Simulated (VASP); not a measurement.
Runs of VASP 6.6.1 on Re. The structure is that of space group Fm-3m (No. 225), or close to it. The cells are those of the table. This isn't the form of Re at room conditions, which is hcp.

```csv
cell,k mesh,gap on the mesh (eV),pressure (GPa)
"a = 2.744 Å, angles 60.0°, 1 atom",16 × 16 × 16,none,0.0
"a = 2.629 Å, angles 60.0°, 1 atom",16 × 16 × 16,none,(a)
"a = 2.669 Å, angles 60.0°, 1 atom",16 × 16 × 16,none,40.2
"a = 2.744 Å, angles 60.0°, 1 atom",14 × 14 × 14,none,0.0
"a = 2.780 Å, angles 60.0°, 1 atom",16 × 16 × 16,none,-14.4
```

Alike in all rows: task single point; level PBEsol; potentials or basis VASP PAW PBE potentials, release 64 (Re); no spin polarisation; cutoff (eV) 520; smearing fermi-dirac 0.1 eV.

Task: Fill in the values left out.

Result: (a) 67.9.

Caveats: the PAW data sets were made with another functional, which shifts forces and pressure a little; spin-orbit coupling is left out, which moves the levels of the heavy elements; the cell stands under pressure (at least some runs); the cell stands under tension (at least some runs).

A k mesh can miss the band edges, and the runs leave out spin-orbit coupling on Re.

A gap of «none» marks levels without a gap at the run's occupations.
